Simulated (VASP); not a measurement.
# Al12C in VASP: relaxation of the atoms with PBE

Aim: the relaxation of the atoms of Al12C with PBE.

All numbers are computed with VASP 6.6.1; they aren't measurements. Logs are shortened: lines on timing, memory, paths and dates and some standing lists are left out, and cuts for length are marked.

## 1. The cell of the first run

The cell holds a slab with vacuum, 13 atoms: a = 5.714 Å, b = 5.714 Å, c = 20.101 Å, α = 90.00°, β = 90.00°, γ = 120.00°.

## 2. Relaxation of the atoms, PBE

The input, INCAR:

```
ALGO = Normal ; DIPOL = 0.5 0.5 0.326
EDIFF = 1E-6 ; EDIFFG = -0.025
ENCUT = 520 ; GGA = PE
IBRION = 2 ; IDIPOL = 3
ISIF = 2 ; ISMEAR = 0
LASPH = True ; LCHARG = False
LDIPOL = True ; LREAL = False
LWAVE = False ; NELM = 80
NSW = 36 ; PREC = Accurate
SIGMA = 0.1
```

The input, KPOINTS:

```
k-points
0
Gamma
  6 6 1
```

The input, POSCAR:

```
Al12C
1.0
    5.7135165837      0.0000000000      0.0000000000
   -2.8567582918      4.9480505064      0.0000000000
    0.0000000000      0.0000000000     20.1013782189
Al C
12 1
Selective dynamics
Direct
    0.3333333333      0.1666666667      0.1989913307  F F F
    0.3333333333      0.6666666667      0.1989913307  F F F
    0.8333333333      0.1666666667      0.1989913307  F F F
    0.8333333333      0.6666666667      0.1989913307  F F F
    0.1666666667      0.3333333333      0.3134471524  F F F
    0.1666666667      0.8333333333      0.3134471524  F F F
    0.6666666667      0.3333333333      0.3134471524  F F F
    0.6666666667      0.8333333333      0.3134471524  F F F
    0.0000000000      0.0000000000      0.4278999243  F F F
    0.0000000000      0.5000000000      0.4278999243  F F F
    0.5000000000      0.0000000000      0.4278999243  F F F
    0.5000000000      0.5000000000      0.4278999243  F F F
    0.3333333333      0.1666666667      0.4726367398  F F T
```

Potentials or basis: VASP PAW PBE potentials, release 64 (Al, C).

Launch:

```bash
$ cat potpaw_PBE.64/Al/POTCAR potpaw_PBE.64/C/POTCAR > POTCAR
$ mpirun -np 1 vasp_std > vasp.out
```

OUTCAR:

```text
EDIFF = 1E-6
   EDIFFG = -0.025
   ENCUT = 520
   GGA = PE
   IBRION = 2
   ISIF = 2
   ISMEAR = 0
   LASPH = True
   LREAL = False
   NELM = 80
   NSW = 36
   PREC = Accurate

 ion  position               nearest neighbor table
   1  0.333  0.167  0.199-   5 2.83   6 2.83   7 2.83   2 2.86   2 2.86   3 2.86   3 2.86   4 2.86
                             4 2.86
   2  0.333  0.667  0.199-   6 2.83   5 2.83   8 2.83   1 2.86   1 2.86   4 2.86   4 2.86   3 2.86
                             3 2.86
   3  0.833  0.167  0.199-   7 2.83   8 2.83   5 2.83   4 2.86   4 2.86   1 2.86   1 2.86   2 2.86
                             2 2.86
   4  0.833  0.667  0.199-   8 2.83   7 2.83   6 2.83   3 2.86   3 2.86   2 2.86   2 2.86   1 2.86
                             1 2.86
   5  0.167  0.333  0.313-   9 2.83  12 2.83  10 2.83   1 2.83   2 2.83   3 2.83   6 2.86   6 2.86
                             7 2.86   7 2.86   8 2.86   8 2.86
   6  0.167  0.833  0.313-  10 2.83  11 2.83   9 2.83   2 2.83   1 2.83   4 2.83   5 2.86   5 2.86
                             8 2.86   8 2.86   7 2.86   7 2.86
   7  0.667  0.333  0.313-  11 2.83  10 2.83  12 2.83   3 2.83   4 2.83   1 2.83   8 2.86   8 2.86
                             5 2.86   5 2.86   6 2.86   6 2.86
   8  0.667  0.833  0.313-  12 2.83   9 2.83  11 2.83   4 2.83   3 2.83   2 2.83   7 2.86   7 2.86
                             6 2.86   6 2.86   5 2.86   5 2.86
   9  0.000  0.000  0.428-  13 1.88   5 2.83   8 2.83   6 2.83  10 2.86  10 2.86  11 2.86  11 2.86
                            12 2.86  12 2.86
  10  0.000  0.500  0.428-   6 2.83   7 2.83   5 2.83   9 2.86   9 2.86  12 2.86  12 2.86  11 2.86
                            11 2.86
  11  0.500  0.000  0.428-  13 1.88   7 2.83   6 2.83   8 2.83  12 2.86  12 2.86   9 2.86   9 2.86
                            10 2.86  10 2.86
  12  0.500  0.500  0.428-  13 1.88   8 2.83   5 2.83   7 2.83  11 2.86  11 2.86  10 2.86  10 2.86
                             9 2.86   9 2.86
  13  0.333  0.167  0.473-  12 1.88   9 1.88  11 1.88

  LATTYP: Found a hexagonal cell.
 ALAT       =     5.7135165837
 C/A-ratio  =     3.5182147325

  Lattice vectors:

 A1 = (   5.7135165837,   0.0000000000,   0.0000000000)
 A2 = (  -2.8567582918,   4.9480505064,   0.0000000000)
 A3 = (   0.0000000000,   0.0000000000,  20.1013782189)

Analysis of symmetry for initial positions (statically):
=====================================================================
 Subroutine PRICEL returns:
 Original cell was already a primitive cell.

 Routine SETGRP: Setting up the symmetry group for a
 hexagonal supercell.

 Subroutine GETGRP returns: Found  6 space group operations
 (whereof  2 operations were pure point group operations)
 out of a pool of 24 trial point group operations.

The static configuration has the point symmetry C_1h.
 The point group associated with its full space group is C_3v.

Analysis of symmetry for dynamics (positions and initial velocities):
=====================================================================
 Subroutine PRICEL returns:
 Original cell was already a primitive cell.

 Routine SETGRP: Setting up the symmetry group for a
 hexagonal supercell.

 Subroutine GETGRP returns: Found  6 space group operations
 (whereof  2 operations were pure point group operations)
 out of a pool of 24 trial point group operations.

The dynamic configuration has the point symmetry C_1h.
 The point group associated with its full space group is C_3v.

Analysis of constrained symmetry for selective dynamics:
=====================================================================
 Subroutine PRICEL returns:
 Original cell was already a primitive cell.

 Routine SETGRP: Setting up the symmetry group for a
 hexagonal supercell.

 Subroutine GETGRP returns: Found  6 space group operations
 (whereof  2 operations were pure point group operations)
 out of a pool of 24 trial point group operations.

The constrained configuration has the point symmetry C_1h.
 The point group associated with its full space group is C_3v.

 Subroutine INISYM returns: Found  6 space group operations
 (whereof  2 operations are pure point group operations),
 and found     1 'primitive' translations

----------------------------------------------------------------------------------------

                                     Primitive cell

  volume of cell :     568.2814

  direct lattice vectors                    reciprocal lattice vectors
     5.713516584  0.000000000  0.000000000     0.175023558  0.101049898  0.000000000
    -2.856758292  4.948050506  0.000000000     0.000000000  0.202099796  0.000000000
[... 55 lines left out ...]
     0.000000000  0.000000000  0.000000000

 Subroutine IBZKPT returns following result:
 ===========================================

 Found      7 irreducible k-points:

 Following reciprocal coordinates:
            Coordinates               Weight
  0.000000  0.000000  0.000000      1.000000
  0.166667 -0.000000  0.000000      6.000000
  0.333333 -0.000000  0.000000      6.000000
  0.500000 -0.000000  0.000000      3.000000
  0.166667  0.166667  0.000000      6.000000
  0.333333  0.166667  0.000000     12.000000
  0.333333  0.333333  0.000000      2.000000
   k-points           NKPTS =      7   k-points in BZ     NKDIM =      7   number of bands    NBANDS=     27
   number of dos      NEDOS =    301   number of ions     NIONS =     13
   total plane-waves  NPLWV = 264600
   dimension x,y,z NGX =    42 NGY =   42 NGZ =  150
   dimension x,y,z NGXF=    84 NGYF=   84 NGZF=  300
   ions per type =              12   1
   NGX,Y,Z   is equivalent  to a cutoff of  12.22, 12.22, 12.41 a.u.
   NGXF,Y,Z  is equivalent  to a cutoff of  24.44, 24.44, 24.81 a.u.
 SYSTEM =  unknown system
   PREC   = accura    normal or accurate (medium, high low for compatibility)
   ISTART =      0    job   : 0-new  1-cont  2-samecut
   ICHARG =      2    charge: 1-file 2-atom 10-const
   ISPIN  =      1    spin polarized calculation?
   LNONCOLLINEAR =      F non collinear calculations
   LSORBIT =      F    spin-orbit coupling
   LASPH  =      T    aspherical Exc in radial PAW
   ENCUT  =  520.0 eV  38.22 Ry    6.18 a.u.  10.62 10.62 37.38*2*pi/ulx,y,z
   NELM   =     80;   NELMIN=  2; NELMDL= -5     # of ELM steps
   EDIFF  = 0.1E-05   stopping-criterion for ELM
   LREAL  =      F    real-space projection
   EDIFFG = -.3E-01   stopping-criterion for IOM
   NSW    =     36    number of steps for IOM
   IBRION =      2    ionic relax: 0-MD 1-quasi-New 2-CG
   NFREE  =      1    steps in history (QN), initial steepest desc. (CG)
   ISIF   =      2    stress and relaxation
   ISYM   =      2    0-nonsym 1-usesym 2-fastsym
   POTIM  = 0.5000    time-step for ionic-motion
   TEBEG  =    0.0;   TEEND  =   0.0 temperature during run
   PSTRESS=    0.0 pullay stress
   NELECT =      40.0000    total number of electrons
   NUPDOWN=      -1.0000    fix difference up-down
   EMIN   =  10.00;   EMAX   =-10.00  energy-range for DOS
   EFERMI =   0.00;   METHOD = LEGACY
   ISMEAR =     0;   SIGMA  =   0.10  broadening in eV -4-tet -1-fermi 0-gaus
   EFERMI_NEDOS =   21; number of points for ismear=-14 and -15
   IALGO  =     38    algorithm
   IMIX   =      4    mixing-type and parameters
     AMIX     =   0.40;   BMIX     =  1.00
     AMIX_MAG =   1.60;   BMIX_MAG =  1.00
  volume/ion in A,a.u.               =      43.71       295.00
  Fermi-wavevector in a.u.,A,eV,Ry     =   0.675938  1.277338  6.216400  0.456892
  Thomas-Fermi vector in A             =   1.753103
   LORBIT       =      0    0 simple, 1 ext, 2 COOP (PROOUT), +10 PAW based schemes
   GGA     = PE    functional components
   LHFCALC =     F    Hartree Fock is set to
   AEXX    =    0.0000 exact exchange contribution
   IVDW    =     0    specifies the selected vdW correction
   LEPSILON=     F    determine dielectric tensor
   LRPA    =     F    only Hartree local field effects (RPA)
 conjugate gradient relaxation of ions
 non-spin polarized calculation
 Gauss-broadening in eV      SIGMA  =   0.10
  energy-cutoff  :      520.00
  volume of cell :      568.28
 maximum number of plane-waves:     15351
   NGX = 21   NGY = 21   NGZ = 75

 dipolmoment           0.000000      0.000000     -0.193685 electrons x Angstroem

--------------------------------------- Ionic step        1  -------------------------------------------

 number of electron      40.0000000 magnetization

 Free energy of the ion-electron system (eV)
  ---------------------------------------------------
  ext. energy  EPLUGINS =         0.00000000
  ---------------------------------------------------
  free energy    TOTEN  =       -49.19667024 eV

  energy without entropy =      -49.15353990  energy(sigma->0) =      -49.17510507

------------------------ aborting loop because EDIFF is reached ----------------------------------------

  FORCE on cell =-STRESS in cart. coord.  units (eV):
  Direction    XX          YY          ZZ          XY          YZ          ZX
  --------------------------------------------------------------------------------------
  -------------------------------------------------------------------------------------
  Total       -0.6770635     -0.6770635      4.5391767     -0.0000000      0.0000000      0.0000000
  in kB       -1.9088708     -1.9088708     12.7974731     -0.0000000      0.0000000      0.0000000
  external PRESSURE =       2.9932438 kB  Pullay stress =       0.0000000 kB
[... 81 lines left out ...]
--------------------------------------- Ionic step        3  -------------------------------------------

 number of electron      40.0000000 magnetization

 dipolmoment           0.000000      0.000000      0.190728 electrons x Angstroem

 Free energy of the ion-electron system (eV)
  ---------------------------------------------------
  ext. energy  EPLUGINS =         0.00000000
  ---------------------------------------------------
  free energy    TOTEN  =       -49.24987151 eV

  energy without entropy =      -49.20496749  energy(sigma->0) =      -49.22741950

 E-fermi :  -0.1956     XC(G=0):  -4.5325

 val. band max:       -0.2060091631   @ k =   0.3333   0.1667   0.0000
 cond. band min:      -0.1865057261   @ k =   0.3333   0.3333   0.0000
 fundamental gap:      0.0195034370
 Fermi energy:        -0.1955918976

 k-point     1 :       0.0000    0.0000    0.0000
  band No.  band energies     occupation
      1     -11.4078      2.00000
      2     -10.2306      2.00000
      3      -8.1840      2.00000
      4      -5.6825      2.00000
      5      -5.0083      2.00000
      6      -5.0083      2.00000
[... 199 lines left out ...]
     26       2.4343      0.00000
     27       2.4639      0.00000

------------------------ aborting loop because EDIFF is reached ----------------------------------------

 vacuum level on the upper side and lower side of the slab       (xc-potential included)         0.588        -0.605

  FORCE on cell =-STRESS in cart. coord.  units (eV):
  Direction    XX          YY          ZZ          XY          YZ          ZX
  --------------------------------------------------------------------------------------
  -------------------------------------------------------------------------------------
  Total       -2.2108245     -2.2108245      3.5120443     -0.0000000     -0.0000000      0.0000000
  in kB       -6.2330612     -6.2330612      9.9016397     -0.0000000     -0.0000000      0.0000000
  external PRESSURE =      -0.8548276 kB  Pullay stress =       0.0000000 kB
[... 28 lines left out ...]
  FREE ENERGIE OF THE ION-ELECTRON SYSTEM (eV)
  ---------------------------------------------------
  free  energy   TOTEN  =       -49.2498715098 eV

  energy  without entropy=      -49.2049674942  energy(sigma->0) =      -49.22741950

 reached required accuracy - stopping structural energy minimisation

 vacuum level on the upper side and lower side of the slab         5.166         3.944
```

Wall time 10 min (1 thread of Intel Xeon Platinum 8488C (Sapphire Rapids), shared host); peak memory 0.66 GiB.

Results:

* Free energy: -49.2499 eV
* Energy gained by relaxing: 4.1 meV/atom
* Ionic steps: 3
* Band gap on the k mesh: zero (bands 20 and 21 overlap by 0.25 eV)

Step by step:
| step | energy change (eV) | largest force on free atoms (eV/Å) | pressure (GPa) |
| --- | --- | --- | --- |
| 1 | 0.0000 | 0.9961 | 0.30 |
| 2 | -0.0369 | 0.5441 | 0.12 |
| 3 | -0.0532 | 0.0250 | -0.09 |

Final structure:
```
Al C
1.0
     5.71352    0.00000    0.00000
    -2.85676    4.94805    0.00000
     0.00000    0.00000   20.10138
Al C
12 1
Direct
  0.33333 0.16667 0.19899
  0.33333 0.66667 0.19899
  0.83333 0.16667 0.19899
  0.83333 0.66667 0.19899
  0.16667 0.33333 0.31345
  0.16667 0.83333 0.31345
  0.66667 0.33333 0.31345
  0.66667 0.83333 0.31345
  0.00000 0.00000 0.42790
  0.00000 0.50000 0.42790
  0.50000 0.00000 0.42790
  0.50000 0.50000 0.42790
  0.33333 0.16667 0.47790
```
